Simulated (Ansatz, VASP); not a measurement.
## Two plane-wave programs on MgSn2O3

Contents of INCAR:

```
PREC = Accurate
ENCUT = 600
EDIFF = 1E-7
ISMEAR = 0
SIGMA = 0.1
LREAL = F
LASPH = T
NELM = 80
ALGO = Fast
ISIF = 3
LWAVE = F
LCHARG = F
GGA = PE
IBRION = 2
NSW = 100
EDIFFG = -0.01
```

KPOINTS

```
regular mesh
0
Gamma
  6 6 10
```

Contents of POSCAR:

```
MgSn2O3
1.0
    6.1975185487      0.0000000000      0.0000000000
   -3.0987592743      5.3672085036      0.0000000000
    0.0000000000      0.0000000000      3.9388974667
Mg Sn O
1 2 3
Direct
    0.0000000000      0.0000000000      0.5000000000
    0.3333333333      0.6666666667      0.5000000000
    0.6666666667      0.3333333333      0.5000000000
    0.3333333333      0.6666666667      0.0000000000
    0.6666666667      0.3333333333      0.0000000000
    0.0000000000      0.0000000000      0.0000000000
```

Input for Ansatz:

```yaml
crystal:
  lattice:
    - [6.1975185487, 0.0, 0.0]
    - [-3.0987592743, 5.3672085036, 0.0]
    - [0.0, 0.0, 3.9388974667]
  atoms:
    - { symbol: Mg, position: [0.0, 0.0, 0.5] }
    - { symbol: Sn, position: [0.3333333333, 0.6666666667, 0.5] }
    - { symbol: Sn, position: [0.6666666667, 0.3333333333, 0.5] }
    - { symbol: O, position: [0.3333333333, 0.6666666667, 0.0] }
    - { symbol: O, position: [0.6666666667, 0.3333333333, 0.0] }
    - { symbol: O, position: [0.0, 0.0, 0.0] }
basis:
  ecutwfc: 420
kpoints:
  mp_grid: { grid: [6, 6, 10] }
hamiltonian:
  xc: pbe
scf:
  occupations: { method: gaussian, width: 0.1 }
output:
  forces: true
  stress: true
  eigenvalues: true
  write_density: true
  write_potential: true
  elf: true
  volumetric_format: npy
relax:
  adjacent_minimum: "off"
  f_tol: 0.01
  max_steps: 80
  cell: { stress_tol: 0.05 }
```

Alike in both runs: task relaxation of cell and atoms; functional PBE; k mesh 6 × 6 × 10; occupations gaussian, width 0.1 eV; no spin polarisation.

|  | VASP | Ansatz |
| --- | --- | --- |
| version | VASP 6.6.1 | Ansatz 0.2.0 |
| potentials or method | VASP PAW PBE potentials, release 64 (Mg, Sn_d, O), cutoff 600 eV | scalar-relativistic, plane waves, PAW |
| valence electrons in the cell | 48 | 56 |

VASP gave:

| Quantity | Value |
| --- | --- |
| gap on the k mesh at the Fermi level, each at its own relaxed structure (eV) | none |
| relaxed volume (Å³/atom) | 21.32 |
| relaxed length of the cell vector where the two differ most in proportion (Å) | 6.128 |

Which values does Ansatz return?

gap on the k mesh at the Fermi level, each at its own relaxed structure (eV): none; relaxed volume (Å³/atom): 21.60; relaxed length of the cell vector where the two differ most in proportion (Å): 6.168.

A gap of «none» marks a metal or a gap that the smearing closes. VASP's potentials hold 48 valence electrons a cell and Ansatz's 56, so a difference there can come from the potentials and not from the codes.
